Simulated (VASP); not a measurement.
Mg2CdO3, 6 atoms in the cell. Symmetry: P-3m1, No. 164, trigonal system. Conventional cell: a = 3.118 Å, b = 3.118 Å, c = 7.786 Å, α = 90.00°, β = 90.00°, γ = 120.00°. Mg (site symmetry 3m) has 6 O at 2.14 to 2.17 Å within 2.8 Å. Cd (site symmetry -3m) has 6 O at 2.35 Å and 6 Cd at 3.12 Å and 6 Mg at 3.23 Å within 3.3 Å. O (site symmetry -3m) has 6 Mg at 2.17 Å and 12 O at 2.98 to 3.12 Å within 3.2 Å. O (site symmetry 3m) has 3 Mg at 2.14 Å and 3 Cd at 2.35 Å within 2.8 Å. 

- Program: VASP 6.6.1
- Task: single point
- Functional: PBE
- Potentials or basis: VASP PAW PBE potentials, release 64 (Mg, Cd, O)
- Cutoff: 520 eV
- k mesh: 12 × 12 × 4
- Occupations: gaussian, width 0.02 eV
- Spin: no spin polarisation
- Dipole correction: no
- Further INCAR settings: ALGO = Normal; EDIFF = 1e-06; NBANDS = 26

Potentials or basis: VASP PAW PBE potentials, release 64 (Mg, Cd, O).

Launch:

```sh
$ cat potpaw_PBE.64/Mg/POTCAR potpaw_PBE.64/Cd/POTCAR potpaw_PBE.64/O/POTCAR > POTCAR
$ mpirun -np 1 vasp_std > vasp.out
```

Hardware: 1 thread of Intel(R) Xeon(R) Platinum 8259CL CPU @ 2.50GHz (Skylake/Cascade Lake) (shared host).

Task: Estimate the wall time of this run.

Result: Wall time 86 s on 1 thread of Intel(R) Xeon(R) Platinum 8259CL CPU @ 2.50GHz (Skylake/Cascade Lake) (shared host), peak memory 0.25 GiB. Counts: scf iterations 14, k points 69.
